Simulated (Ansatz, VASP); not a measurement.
## Two plane-wave programs on Al

```
Al
1.0
     0.00000    2.03117    2.03117
     2.03117    0.00000    2.03117
     2.03117    2.03117    0.00000
Al
1
Direct
  0.00000 0.00000 0.00000
```

Alike in both runs: task single point; functional r2SCAN; k mesh 18 × 18 × 18; occupations gaussian, width 0.1 eV; no spin polarisation.

```csv
,VASP,Ansatz
version,VASP 6.6.1,Ansatz 0.2.0
potentials or method,"VASP PAW PBE potentials, release 64 (Al), cutoff 520 eV","scalar-relativistic, plane waves, PAW"
valence electrons in the cell,3,3
```

VASP gave:

| Item | Value |
| --- | --- |
| gap on the k mesh at the Fermi level (eV) | none |
| pressure (GPa) | -4.5 |

**Question.** What did Ansatz give for the same quantities?

**Answer.** gap on the k mesh at the Fermi level (eV): none; pressure (GPa): -4.3.

VASP's potentials were made for PBE, not for r2SCAN. A gap of «none» marks a metal or a gap that the smearing closes.
